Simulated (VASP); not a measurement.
Input of a VASP 6.6.1 run:

The input INCAR:

```
SYSTEM = TaN
PREC = Accurate
ENCUT = 520
EDIFF = 1E-7
ISMEAR = 0
SIGMA = 0.15
LREAL = .False.
LASPH = .True.
NELM = 60
ALGO = Normal
ISIF = 2
LWAVE = .False.
LCHARG = .False.
GGA = PS
NBANDS = 15
```

KPOINTS

```
regular mesh
0
Gamma
  18 18 18
  0 0 0
```

The input POSCAR:

```
TaN
1.0
    0.0000000000      2.1790000000      2.1790000000
    2.1572100000      0.0000000000      2.1790000000
    2.1572100000      2.1790000000      0.0000000000
Ta N
1 1
Direct
    0.5000000000      0.5000000000      0.5000000000
    0.0000000000      0.0000000000      0.0000000000
```

Potentials or basis: VASP PAW PBE potentials, release 64 (Ta_pv, N).

The run is started by

```bash
$ cat potpaw_PBE.64/Ta_pv/POTCAR potpaw_PBE.64/N/POTCAR > POTCAR
$ mpirun -np 1 vasp_std > vasp.out
```

(1) What does it give for the band gap on the k mesh?

(2) What does it give for the pressure?

## Answers

(1) zero (bands 8 and 9 overlap by 4.26 eV).

(2) 9.5 GPa.

Caveat: the cell differs from its parent crystal (strain -0.0100 x Voigt [1, 0, 0, 0, 0, 0]); the cell stands under pressure; the PAW data sets were made with another functional, which shifts forces and pressure a little; spin-orbit coupling is left out, which moves the levels of the heavy elements.
